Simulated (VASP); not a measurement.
Input of a VASP 6.6.1 run:

The input INCAR:

```
  PREC = Accurate
  ENCUT = 520
  EDIFF = 1E-6
  ISMEAR = -1
  SIGMA = 0.05
  LREAL = F
  LASPH = T
  NELM = 100
  ALGO = Normal
  ISIF = 2
  LWAVE = F
  LCHARG = F
  GGA = PE
  NBANDS = 14
```

File KPOINTS:

```
Automatic mesh
0
Gamma
  9 9 12
```

File POSCAR:

```
P
1.0
    4.1564497725      0.0000000000      0.0000000000
   -2.0782248862      3.5995910925      0.0000000000
    0.0000000000      0.0000000000      2.4165104144
P
3
Direct
    0.0000000000      0.0000000000      0.0000000000
    0.3333333333      0.6666666667      0.5000000000
    0.6666666667      0.3333333333      0.5000000000
```

Potentials or basis: VASP PAW PBE potentials, release 64 (P).

Run with:

```console
$ cat potpaw_PBE.64/P/POTCAR > POTCAR
$ mpirun -np 1 vasp_std > vasp.out
```

Q: What does it give for the pressure?

A: 22.1 GPa.
